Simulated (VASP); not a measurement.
Here is a VASP 6.6.1 calculation.

INCAR

```
SYSTEM = Mg3O
PREC = Accurate
ENCUT = 520
EDIFF = 1E-6
ISMEAR = 0
SIGMA = 0.1
LREAL = .False.
LASPH = .True.
NELM = 100
ALGO = Normal
ISIF = 2
LWAVE = .False.
LCHARG = .False.
GGA = PE
NBANDS = 14
```

KPOINTS

```
Automatic mesh
0
Gamma
  16 16 16
  0 0 0
```

POSCAR

```
Mg3O
1.0
   -1.8520183514      1.8520183514      4.9098134101
    1.8520183514     -1.8520183514      4.9098134101
    1.8520183514      1.8520183514     -4.9098134101
Mg O
3 1
Direct
    0.5000000000      0.5000000000      0.0000000000
    0.2500000000      0.7500000000      0.5000000000
    0.7500000000      0.2500000000      0.5000000000
    0.0000000000      0.0000000000      0.0000000000
```

Potentials or basis: VASP PAW PBE potentials, release 64 (Mg, O).

Command:

```console
$ cat potpaw_PBE.64/Mg/POTCAR potpaw_PBE.64/O/POTCAR > POTCAR
$ mpirun -np 1 vasp_std > vasp.out
```

What does it give for the pressure?

-0.2 GPa.

What does it give for the band gap on the k mesh?

Zero (band 6 reaches 4.09 eV, above the bottom of band 7 at 2.82 eV).

Stress tensor (GPa, compression positive):
```
-0.12  0.00  0.00
 0.00 -0.12  0.00
 0.00  0.00 -0.22
```
